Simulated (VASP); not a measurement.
# MgO (Periclase) (Fm-3m) in VASP: further runs, part 2 of 2

VASP 6.6.1. The steps go on from the part before.

### Step 4. Relaxation of cell and atoms, PBE, target pressure 22.6 GPa, at which the enthalpy is minimised

File INCAR:

```
SYSTEM = MgO
PREC = Accurate ; ENCUT = 600
EDIFF = 1E-7 ; ISMEAR = 0
SIGMA = 0.01 ; LREAL = .FALSE.
LASPH = .TRUE. ; NELM = 120
ALGO = Normal ; ISIF = 3
LWAVE = .FALSE. ; LCHARG = .FALSE.
GGA = PE ; IBRION = 2
NSW = 80 ; EDIFFG = -0.002
PSTRESS = 226.0 ; GGA_COMPAT = .FALSE.
NELMIN = 4
```

File KPOINTS:

```
regular mesh
0
G
  10 10 10
  0 0 0
```

File POSCAR:

```
MgO
1.0
    0.0000000000      2.0443582818      2.0443582818
    2.0443582818      0.0000000000      2.0443582818
    2.0443582818      2.0443582818      0.0000000000
Mg O
1 1
Direct
    0.0000000000      0.0000000000      0.0000000000
    0.5000000000      0.5000000000      0.5000000000
```

Potentials or basis: VASP PAW PBE potentials, release 64 (Mg, O).

The run is started by

```console
cat potpaw_PBE.64/Mg/POTCAR potpaw_PBE.64/O/POTCAR > POTCAR
mpirun -np 1 vasp_std > vasp.out
```

OUTCAR:

```text
SYSTEM = MgO
   PREC = Accurate
   ENCUT = 600
   EDIFF = 1E-7
   ISMEAR = 0
   LREAL = .FALSE.
   LASPH = .TRUE.
   NELM = 120
   ISIF = 3
   GGA = PE
   IBRION = 2
   NSW = 80
   EDIFFG = -0.002
   PSTRESS = 226.0
   NELMIN = 4

 ion  position               nearest neighbor table
   1  0.000  0.000  0.000-   2 2.04   2 2.04   2 2.04   2 2.04   2 2.04   2 2.04
   2  0.500  0.500  0.500-   1 2.04   1 2.04   1 2.04   1 2.04   1 2.04   1 2.04

  LATTYP: Found a face centered cubic cell.
 ALAT       =     4.0887165636

  Lattice vectors:

 A1 = (   0.0000000000,   2.0443582818,   2.0443582818)
 A2 = (   2.0443582818,   0.0000000000,   2.0443582818)
 A3 = (   2.0443582818,   2.0443582818,   0.0000000000)

Analysis of symmetry for initial positions (statically):
=====================================================================
 Subroutine PRICEL returns:
 Original cell was already a primitive cell.

 Routine SETGRP: Setting up the symmetry group for a
 face centered cubic supercell.

 Subroutine GETGRP returns: Found 48 space group operations
 (whereof 48 operations were pure point group operations)
 out of a pool of 48 trial point group operations.

The static configuration has the point symmetry O_h .

Analysis of symmetry for dynamics (positions and initial velocities):
=====================================================================
 Subroutine PRICEL returns:
 Original cell was already a primitive cell.

 Routine SETGRP: Setting up the symmetry group for a
 face centered cubic supercell.

 Subroutine GETGRP returns: Found 48 space group operations
 (whereof 48 operations were pure point group operations)
 out of a pool of 48 trial point group operations.

The dynamic configuration has the point symmetry O_h .

 Subroutine INISYM returns: Found 48 space group operations
 (whereof 48 operations are pure point group operations),
 and found     1 'primitive' translations

----------------------------------------------------------------------------------------

                                     Primitive cell

  volume of cell :      17.0884

  direct lattice vectors                    reciprocal lattice vectors
     0.000000000  2.044358282  2.044358282    -0.244575525  0.244575525  0.244575525
     2.044358282  0.000000000  2.044358282     0.244575525 -0.244575525  0.244575525
     2.044358282  2.044358282  0.000000000     0.244575525  0.244575525 -0.244575525

  length of vectors
     2.891159208  2.891159208  2.891159208     0.423617236  0.423617236  0.423617236

  position of ions in fractional coordinates (direct lattice)
     0.000000000  0.000000000  0.000000000
     0.500000000  0.500000000  0.500000000

  ion indices of the primitive-cell ions
   primitive index   ion index
                 1           1
                 2           2

----------------------------------------------------------------------------------------

 KPOINTS: regular mesh

Automatic generation of k-mesh.
 Grid dimensions read from file:
[... 24 lines left out ...]
  0.200000  0.000000  0.000000      8.000000
  0.300000  0.000000  0.000000      8.000000
  0.400000  0.000000  0.000000      8.000000
  0.500000  0.000000  0.000000      4.000000
[... 16 lines left out ...]
  0.300000  0.300000  0.000000      6.000000
  0.400000  0.300000  0.000000     24.000000
 [... further k-points ...]
   k-points           NKPTS =     47   k-points in BZ     NKDIM =     47   number of bands    NBANDS=      8
   number of dos      NEDOS =    301   number of ions     NIONS =      2
   total plane-waves  NPLWV =  13824
   dimension x,y,z NGX =    24 NGY =   24 NGZ =   24
   dimension x,y,z NGXF=    48 NGYF=   48 NGZF=   48
   ions per type =               1   1
   NGX,Y,Z   is equivalent  to a cutoff of  13.80, 13.80, 13.80 a.u.
   NGXF,Y,Z  is equivalent  to a cutoff of  27.60, 27.60, 27.60 a.u.
 SYSTEM =  MgO
   PREC   = accura    normal or accurate (medium, high low for compatibility)
   ISTART =      0    job   : 0-new  1-cont  2-samecut
   ICHARG =      2    charge: 1-file 2-atom 10-const
   ISPIN  =      1    spin polarized calculation?
   LNONCOLLINEAR =      F non collinear calculations
   LSORBIT =      F    spin-orbit coupling
   LASPH  =      T    aspherical Exc in radial PAW
   ENCUT  =  600.0 eV  44.10 Ry    6.64 a.u.   5.77  5.77  5.77*2*pi/ulx,y,z
   NELM   =    120;   NELMIN=  4; NELMDL= -5     # of ELM steps
   EDIFF  = 0.1E-06   stopping-criterion for ELM
   LREAL  =      F    real-space projection
   EDIFFG = -.2E-02   stopping-criterion for IOM
   NSW    =     80    number of steps for IOM
   IBRION =      2    ionic relax: 0-MD 1-quasi-New 2-CG
   NFREE  =      1    steps in history (QN), initial steepest desc. (CG)
   ISIF   =      3    stress and relaxation
   ISYM   =      2    0-nonsym 1-usesym 2-fastsym
   POTIM  = 0.5000    time-step for ionic-motion
   TEBEG  =    0.0;   TEEND  =   0.0 temperature during run
   PSTRESS=  226.0 pullay stress
   NELECT =       8.0000    total number of electrons
   NUPDOWN=      -1.0000    fix difference up-down
   EMIN   =  10.00;   EMAX   =-10.00  energy-range for DOS
   EFERMI =   0.00;   METHOD = LEGACY
   ISMEAR =     0;   SIGMA  =   0.01  broadening in eV -4-tet -1-fermi 0-gaus
   EFERMI_NEDOS =   21; number of points for ismear=-14 and -15
   IALGO  =     38    algorithm
   IMIX   =      4    mixing-type and parameters
     AMIX     =   0.40;   BMIX     =  1.00
     AMIX_MAG =   1.60;   BMIX_MAG =  1.00
  volume/ion in A,a.u.               =       8.54        57.66
  Fermi-wavevector in a.u.,A,eV,Ry     =   1.271172  2.402168 21.985375  1.615879
  Thomas-Fermi vector in A             =   2.404120
   LORBIT       =      0    0 simple, 1 ext, 2 COOP (PROOUT), +10 PAW based schemes
   GGA     = PE    functional components
   LHFCALC =     F    Hartree Fock is set to
   AEXX    =    0.0000 exact exchange contribution
   IVDW    =     0    specifies the selected vdW correction
   LEPSILON=     F    determine dielectric tensor
   LRPA    =     F    only Hartree local field effects (RPA)
 conjugate gradient relaxation of ions
 non-spin polarized calculation
 Gauss-broadening in eV      SIGMA  =   0.01
  energy-cutoff  :      600.00
  volume of cell :       17.09
 maximum number of plane-waves:       588
   NGX = 11   NGY = 11   NGZ = 11

--------------------------------------- Ionic step        1  -------------------------------------------

 number of electron       7.9999997 magnetization

 Free energy of the ion-electron system (eV)
  ---------------------------------------------------
  ext. energy  EPLUGINS =         0.00000000
  ---------------------------------------------------
  free energy    TOTEN  =       -11.78498840 eV

  energy without entropy =      -11.78498840  energy(sigma->0) =      -11.78498840

------------------------ aborting loop because EDIFF is reached ----------------------------------------

  FORCE on cell =-STRESS in cart. coord.  units (eV):
  Direction    XX          YY          ZZ          XY          YZ          ZX
  --------------------------------------------------------------------------------------
  -------------------------------------------------------------------------------------
  Total        2.3079300      2.3079300      2.3079300     -0.0000000      0.0000000     -0.0000000
  in kB      216.3875138    216.3875138    216.3875138     -0.0000000      0.0000000     -0.0000000
  external PRESSURE =      -9.6124862 kB  Pullay stress =     226.0000000 kB
[... 63 lines left out ...]
--------------------------------------- Ionic step        3  -------------------------------------------

 number of electron       7.9999997 magnetization

 Free energy of the ion-electron system (eV)
  ---------------------------------------------------
  ext. energy  EPLUGINS =         0.00000000
  ---------------------------------------------------
  free energy    TOTEN  =       -11.77560832 eV

  energy without entropy =      -11.77560832  energy(sigma->0) =      -11.77560832

 E-fermi :   4.0158     XC(G=0): -11.5282

 val. band max:        3.9210476615   @ k =   0.0000   0.0000   0.0000
 cond. band min:       9.6102395930   @ k =   0.0000   0.0000   0.0000
 fundamental gap:      5.6891919315
 Fermi energy:         4.0158115672

 k-point     1 :       0.0000    0.0000    0.0000
  band No.  band energies     occupation
      1     -13.8473      2.00000
      2       3.9210      2.00000
      3       3.9210      2.00000
      4       3.9210      2.00000
      5       9.6102      0.00000
      6      20.2476      0.00000
      7      20.2476      0.00000
      8      20.2476      0.00000
[... 243 lines left out ...]
 k-point    24 :       0.4000    0.3000    0.0000
  band No.  band energies     occupation
      1     -12.3859      2.00000
      2       0.0310      2.00000
      3       2.4776      2.00000
      4       2.7209      2.00000
      5      14.1230      0.00000
      6      14.7255      0.00000
      7      18.5526      0.00000
      8      23.3593      0.00000

 [... further k-points ...]
[... 5 lines left out ...]
  --------------------------------------------------------------------------------------
  -------------------------------------------------------------------------------------
  Total        2.4011758      2.4011758      2.4011758      0.0000000      0.0000000      0.0000000
  in kB      226.0286213    226.0286213    226.0286213      0.0000000      0.0000000      0.0000000
  external PRESSURE =       0.0286213 kB  Pullay stress =     226.0000000 kB
[... 21 lines left out ...]
  energy  without entropy=      -11.7756083245  energy(sigma->0) =      -11.77560832

  enthalpy is  TOTEN    =        -9.3747365397 eV   P V=        2.4008717847

 reached required accuracy - stopping structural energy minimisation
```

CONTCAR:

```text
MgO
   1.00000000000000
     0.0000000000000000    2.0416456691221705    2.0416456691221705
     2.0416456691221705    0.0000000000000000    2.0416456691221705
     2.0416456691221705    2.0416456691221705   -0.0000000000000000
  Mg              O
     1     1
Direct
     0.0000000000000000    0.0000000000000000    0.0000000000000000
     0.5000000000000000    0.5000000000000000    0.5000000000000000

  0.00000000E+00  0.00000000E+00  0.00000000E+00
  0.00000000E+00  0.00000000E+00  0.00000000E+00
```

Wall time 18 s (1 thread of Intel Xeon Platinum 8488C (Sapphire Rapids), shared host); peak memory 0.15 GiB.

What came out:

- Free energy: -11.7756 eV
- Relaxed volume: 8.51 Å³/atom
- Relaxed cell: a = 2.887 Å, b = 2.887 Å, c = 2.887 Å, α = 60.00°, β = 60.00°, γ = 60.00°
- Space group after relaxing (to 0.05 Å): Fm-3m (No. 225)
- Energy change on relaxing (the enthalpy is what falls): +4.7 meV/atom
- Ionic steps: 3
- Pressure after relaxing: 22.6 GPa
- Band gap on the k mesh: 5.69 eV, direct

The path:
| step | energy change (eV) | largest force (eV/Å) | pressure (GPa) | volume (Å³) |
| --- | --- | --- | --- | --- |
| 1 | 0.0000 | 0.0000 | 21.64 | 17.09 |
| 2 | 0.0178 | 0.0000 | 23.44 | 16.96 |
| 3 | 0.0094 | 0.0000 | 22.60 | 17.02 |

Final structure:
```
CELL_PARAMETERS angstrom
0.00000 2.04165 2.04165
2.04165 0.00000 2.04165
2.04165 2.04165 0.00000
ATOMIC_POSITIONS crystal
Mg 0.00000 0.00000 0.00000
O 0.50000 0.50000 0.50000
```

Caveat: the cell is relaxed towards a set pressure, so the enthalpy falls and the energy may rise.

### Step 5. The runs side by side

| task | cell | k mesh | smearing | gap on the mesh (eV) | pressure (GPa) |
| --- | --- | --- | --- | --- | --- |
| single point | as given | 10 × 10 × 10 | gaussian 0.02 eV | 5.65 | 21.6 |
| relaxation of cell and atoms | relaxed to 22.6 GPa | 8 × 8 × 8 | gaussian 0.1 eV | 5.73 | 23.4 |
| relaxation of cell and atoms | relaxed to 22.6 GPa | 10 × 10 × 10 | gaussian 0.01 eV | 5.69 | 22.6 |

Alike in all rows: level PBE; potentials or basis VASP PAW PBE potentials, release 64 (Mg, O); no spin polarisation; cutoff (eV) 600.

Caveats: the cell is relaxed towards a set pressure, so the enthalpy falls and the energy may rise (some runs).

Total energies depend on the potentials used, so only differences within one code and one set of settings carry meaning.
